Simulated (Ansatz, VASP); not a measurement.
## Two plane-wave programs on Al

```
Al
1.0
     0.00000    1.99600    1.99600
     1.99600    0.00000    1.99600
     1.99600    1.99600    0.00000
Al
1
Direct
  0.00000 0.00000 0.00000
```

Alike in both runs: task relaxation of cell and atoms; functional r2SCAN; k mesh 20 × 20 × 20; occupations fermi-dirac, width 0.15 eV; no spin polarisation.

|  | VASP | Ansatz |
| --- | --- | --- |
| version | VASP 6.6.1 | Ansatz 0.2.0 |
| potentials or method | VASP PAW PBE potentials, release 64 (Al), cutoff 600 eV | scalar-relativistic, plane waves, PAW |
| valence electrons in the cell | 3 | 3 |

|  | VASP | Ansatz | Ansatz less VASP |
| --- | --- | --- | --- |
| gap on the k mesh at the Fermi level, each at its own relaxed structure (eV) | none | none | - |
| relaxed volume (Å³/atom) | 15.88 | 15.93 | +0.056 |
| relaxed cell length with the largest relative difference (Å) | 2.821 | 2.825 | +0.0033 |

VASP's potentials were made for PBE, not for r2SCAN. A gap of «none» marks a metal or a gap that the smearing closes.
